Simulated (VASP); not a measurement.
# CdTe (rocksalt type) (Fm-3m) in VASP: a series of runs, part 2 of 2

VASP 6.6.1. The steps go on from the part before.

### 3 Single point, r2SCAN (volume scaled by 0.94, level accurate)

Contents of POSCAR:

```
CdTe
1.0
    0.0000000000      2.9788242989      2.9788242989
    2.9788242989      0.0000000000      2.9788242989
    2.9788242989      2.9788242989      0.0000000000
Cd Te
1 1
Direct
    0.0000000000      0.0000000000      0.0000000000
    0.5000000000      0.5000000000      0.5000000000
```

Contents of INCAR.step1:

```
SYSTEM = CdTe
PREC = Accurate
ENCUT = 520
ISMEAR = -1
SIGMA = 0.05
LREAL = .False.
LASPH = .True.
NELM = 80
NBANDS = 16
GGA = PE
ALGO = Normal
EDIFF = 1E-4
LWAVE = .True.
LCHARG = .False.
```

Contents of INCAR.step2:

```
SYSTEM = CdTe
PREC = Accurate
ENCUT = 520
EDIFF = 1E-7
ISMEAR = -1
SIGMA = 0.05
LREAL = .False.
LASPH = .True.
NELM = 80
ALGO = Normal
ISIF = 2
LWAVE = .False.
LCHARG = .False.
METAGGA = R2SCAN
LMIXTAU = .True.
NBANDS = 16
ISTART = 1
```

Contents of KPOINTS:

```
Automatic mesh
0
Gamma
  13 13 13
  0 0 0
```

Potentials or basis: VASP PAW PBE potentials, release 64 (Cd, Te).

Command:

```console
$ cat potpaw_PBE.64/Cd/POTCAR potpaw_PBE.64/Te/POTCAR > POTCAR
$ cp INCAR.step1 INCAR
$ mpirun -np 1 vasp_std > vasp.out
$ cp INCAR.step2 INCAR
$ mpirun -np 1 vasp_std > vasp.out
```

Wall time 2.8 min (1 thread of AMD EPYC 9R45 (Zen 5), shared host); peak memory 0.21 GiB.

The run converged. Its results:

| Quantity | Value |
| --- | --- |
| Free energy | -46.2640 eV |
| Pressure | 4.1 GPa |
| Band gap on the k mesh | zero (band 9 reaches 4.61 eV, above the bottom of band 10 at 3.57 eV) |

Levels at points of the mesh, in eV from the Fermi level:
```csv
k point,band 7,band 8,band 9,band 10,band 11,band 12
"(0.00, 0.00, 0.00)",-0.57,-0.57,-0.57,1.31,7.55,7.55
```

Caveat: the cell differs from its parent crystal (volume scaled by 0.94, level accurate); the PAW data sets were made with another functional, which shifts forces and pressure a little; spin-orbit coupling is left out, which moves the levels of the heavy elements.

### 4 Single point, r2SCAN

This run uses another cell than the first one, of 28.12 Å³/atom, 1.064 times its volume.

Contents of POSCAR:

```
CdTe
1.0
    0.0000000000      3.0409009197      3.0409009197
    3.0409009197      0.0000000000      3.0409009197
    3.0409009197      3.0409009197      0.0000000000
Cd Te
1 1
Direct
    0.0000000000      0.0000000000      0.0000000000
    0.5000000000      0.5000000000      0.5000000000
```

Changes to INCAR.step1 since step 3:

```diff
@@ -7,3 +7,3 @@
 LASPH = .True.
-NELM = 80
+NELM = 100
 NBANDS = 16
```

Changes to INCAR.step2 since step 3:

```diff
@@ -3,3 +3,3 @@
 ENCUT = 520
-EDIFF = 1E-7
+EDIFF = 1E-6
 ISMEAR = -1
@@ -8,3 +8,3 @@
 LASPH = .True.
-NELM = 80
+NELM = 100
 ALGO = Normal
```

Contents of KPOINTS:

```
regular mesh
0
Gamma
  13 13 13
  0 0 0
```

Command:

```console
$ cat potpaw_PBE.64/Cd/POTCAR potpaw_PBE.64/Te/POTCAR > POTCAR
$ cp INCAR.step1 INCAR
$ mpirun -np 1 vasp_std > vasp.out
$ cp INCAR.step2 INCAR
$ mpirun -np 1 vasp_std > vasp.out
```

It took 2.7 min on 1 thread of AMD EPYC 9R45 (Zen 5), shared host; peak memory 0.21 GiB.

It converged, with:

```yaml
Free_energy: -46.3076 eV
Pressure: 0.2 GPa
Band_gap_on_the_k_mesh: zero (band 9 reaches 3.92 eV, above the bottom of band 10 at 2.96 eV)
```

Levels at points of the mesh, in eV from the Fermi level:
| k point | band 5 | band 6 | band 7 | band 8 | band 9 | band 10 | band 11 | band 12 | band 13 | band 14 |
| --- | --- | --- | --- | --- | --- | --- | --- | --- | --- | --- |
| (0.00, 0.00, 0.00) | -8.63 | -8.63 | -0.49 | -0.49 | -0.49 | 0.97 | 7.55 | 7.55 | 7.55 | 8.40 |

Caveat: the PAW data sets were made with another functional, which shifts forces and pressure a little; spin-orbit coupling is left out, which moves the levels of the heavy elements.

### 5 Single point, r2SCAN

This run uses another cell than the first one, of 28.12 Å³/atom, 1.064 times its volume.

POSCAR is that of step 4.

Contents of INCAR.step1:

```
ALGO = Normal
EDIFF = 1E-4
ENCUT = 520
GGA = PE
ISMEAR = -1
LASPH = T
LCHARG = F
LREAL = F
LWAVE = T
NBANDS = 16
NELM = 100
PREC = Accurate
SIGMA = 0.05
```

Contents of INCAR.step2:

```
ALGO = Normal
EDIFF = 1E-6
ENCUT = 520
ISIF = 2
ISMEAR = -1
ISTART = 1
LASPH = T
LCHARG = F
LMIXTAU = T
LREAL = F
LWAVE = F
METAGGA = R2SCAN
NBANDS = 16
NELM = 100
PREC = Accurate
SIGMA = 0.05
```

Contents of KPOINTS:

```
k-points
0
Gamma
  13 13 13
```

Potentials or basis: VASP PAW PBE potentials, release 64 (Cd, Te).

Command:

```console
$ cat potpaw_PBE.64/Cd/POTCAR potpaw_PBE.64/Te/POTCAR > POTCAR
$ cp INCAR.step1 INCAR
$ mpirun -np 1 vasp_std > vasp.out
$ cp INCAR.step2 INCAR
$ mpirun -np 1 vasp_std > vasp.out
```

OUTCAR:

```text
EDIFF = 1E-6
   ENCUT = 520
   ISIF = 2
   ISMEAR = -1
   ISTART = 1
   LASPH = T
   LREAL = F
   METAGGA = R2SCAN
   NELM = 100
   PREC = Accurate

 ion  position               nearest neighbor table
   1  0.000  0.000  0.000-   2 3.04   2 3.04   2 3.04   2 3.04   2 3.04   2 3.04
   2  0.500  0.500  0.500-   1 3.04   1 3.04   1 3.04   1 3.04   1 3.04   1 3.04

  LATTYP: Found a face centered cubic cell.
 ALAT       =     6.0818018394

  Lattice vectors:

 A1 = (   0.0000000000,   3.0409009197,   3.0409009197)
 A2 = (   3.0409009197,   0.0000000000,   3.0409009197)
 A3 = (   3.0409009197,   3.0409009197,   0.0000000000)

Analysis of symmetry for initial positions (statically):
=====================================================================
 Subroutine PRICEL returns:
 Original cell was already a primitive cell.

 Routine SETGRP: Setting up the symmetry group for a
 face centered cubic supercell.

 Subroutine GETGRP returns: Found 48 space group operations
 (whereof 48 operations were pure point group operations)
 out of a pool of 48 trial point group operations.

The static configuration has the point symmetry O_h .

Analysis of symmetry for dynamics (positions and initial velocities):
[... 162 lines left out ...]
 fundamental gap:      0.0404820666
 Fermi energy:         3.8632707521

 k-point     1 :       0.0000    0.0000    0.0000
  band No.  band energies     occupation
      1      -8.1574      2.00000
      2      -4.8064      2.00000
      3      -4.8064      2.00000
      4      -4.7620      2.00000
      5      -4.7620      2.00000
      6      -4.7620      2.00000
[... 433 lines left out ...]
      3      -4.8189      2.00000
      4      -4.8033      2.00000
      5      -4.6734      2.00000
      6      -4.6583      2.00000
[... 8 lines left out ...]
     15      15.8493      0.00000
     16      15.8802      0.00000

 [... further k-points ...]

------------------------ aborting loop because EDIFF is reached ----------------------------------------

  FORCE on cell =-STRESS in cart. coord.  units (eV):
  Direction    XX          YY          ZZ          XY          YZ          ZX
  --------------------------------------------------------------------------------------
  -------------------------------------------------------------------------------------
  Total        0.0776601      0.0776601      0.0776601     -0.0000000      0.0000000     -0.0000000
  in kB        2.2124398      2.2124398      2.2124398     -0.0000000      0.0000000     -0.0000000
  external PRESSURE =       2.2124398 kB  Pullay stress =       0.0000000 kB

 VOLUME and BASIS-vectors are now :
 -----------------------------------------------------------------------------
  energy-cutoff  :      520.00
  volume of cell :       56.24
      direct lattice vectors                 reciprocal lattice vectors
     0.000000000  3.040900920  3.040900920    -0.164424956  0.164424956  0.164424956
     3.040900920  0.000000000  3.040900920     0.164424956 -0.164424956  0.164424956
     3.040900920  3.040900920  0.000000000     0.164424956  0.164424956 -0.164424956

 POSITION                                       TOTAL-FORCE (eV/Angst)
 -----------------------------------------------------------------------------------
      0.00000      0.00000      0.00000        -0.000000     -0.000000      0.000000
      3.04090      3.04090      3.04090         0.000000      0.000000     -0.000000
 -----------------------------------------------------------------------------------
    total drift:                                0.000000     -0.000000     -0.000000

  FREE ENERGIE OF THE ION-ELECTRON SYSTEM (eV)
  ---------------------------------------------------
  free  energy   TOTEN  =       -46.3075987750 eV

  energy  without entropy=      -46.3017099474  energy(sigma->0) =      -46.30465436
```

OUTCAR.step1:

```text
EDIFF = 1E-4
   ENCUT = 520
   GGA = PE
   ISMEAR = -1
   LASPH = T
   LREAL = F
[... 674 lines left out ...]
 -----------------------------------------------------------------------------------
      0.00000      0.00000      0.00000         0.000000      0.000000      0.000000
      3.04090      3.04090      3.04090        -0.000000     -0.000000      0.000000
 -----------------------------------------------------------------------------------
    total drift:                                0.000000     -0.000000     -0.000000

  FREE ENERGIE OF THE ION-ELECTRON SYSTEM (eV)
  ---------------------------------------------------
  free  energy   TOTEN  =        -4.4503033347 eV

  energy  without entropy=       -4.4424486458  energy(sigma->0) =       -4.44637599
```

It took 3 min on 1 thread of AMD EPYC 9R45 (Zen 5), shared host; peak memory 0.21 GiB.

What came out:

* Free energy: -46.3076 eV
* Pressure: 0.2 GPa
* Band gap on the k mesh: zero (band 9 reaches 3.92 eV, above the bottom of band 10 at 2.96 eV)

Levels at points of the mesh, in eV from the Fermi level:
```
           k point  band 6  band 7  band 8  band 9  band 10  band 11  band 12  band 13
(0.00, 0.00, 0.00)   -8.63   -0.49   -0.49   -0.49     0.97     7.55     7.55     7.55
```

Caveat: the PAW data sets were made with another functional, which shifts forces and pressure a little; spin-orbit coupling is left out, which moves the levels of the heavy elements.
